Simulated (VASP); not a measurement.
A run of VASP 6.6.1 is set up as follows.

POSCAR

```
NaF
1.0
    0.0541389590      2.3053636773      2.3053636773
    2.3053636773      0.0541389590      2.3053636773
    2.3053636773      2.3053636773      0.0541389590
Na F
1 1
Direct
    0.0000000000      0.0000000000      0.0000000000
    0.5000000000      0.5000000000      0.5000000000
```

File INCAR.step1:

```
SYSTEM = NaF
  PREC = Accurate
  ENCUT = 520
  EDIFF = 1E-5
  ISMEAR = 0
  SIGMA = 0.01
  LREAL = .FALSE.
  LASPH = .TRUE.
  NELM = 100
  ALGO = Normal
  ISIF = 2
  LWAVE = .TRUE.
  LCHARG = .FALSE.
  NBANDS = 14
  GGA = PE
```

The input INCAR.step2:

```
SYSTEM = NaF
  PREC = Accurate
  ENCUT = 520
  EDIFF = 1E-7
  ISMEAR = 0
  SIGMA = 0.01
  LREAL = .FALSE.
  LASPH = .TRUE.
  NELM = 100
  ALGO = Normal
  ISIF = 2
  LWAVE = .FALSE.
  LCHARG = .FALSE.
  GGA = PE
  LHFCALC = .TRUE.
  HFSCREEN = 0.2079
  PRECFOCK = Normal
  NBANDS = 14
  ISTART = 1
```

File KPOINTS:

```
regular mesh
0
G
  6 6 6
  0 0 0
```

Potentials or basis: VASP PAW PBE potentials, release 64 (Na_pv, F).

The run is started by

```sh
$ cat potpaw_PBE.64/Na_pv/POTCAR potpaw_PBE.64/F/POTCAR > POTCAR
$ cp INCAR.step1 INCAR
$ mpirun -np 1 vasp_std > vasp.out
$ cp INCAR.step2 INCAR
$ mpirun -np 1 vasp_std > vasp.out
```

Question: Estimate the pressure.

Answer: 3.1 GPa.

Question: What does it give for the band gap on the k mesh?

Answer: 8.72 eV.

Stress tensor (GPa, compression positive):
```
 3.15 -0.73 -0.73
-0.73  3.15 -0.73
-0.73 -0.73  3.15
```

Caveat: the cell differs from its parent crystal (epitaxial 111 strain -2.0%); the cell stands under pressure; the PAW data sets were made with another functional, which shifts forces and pressure a little.
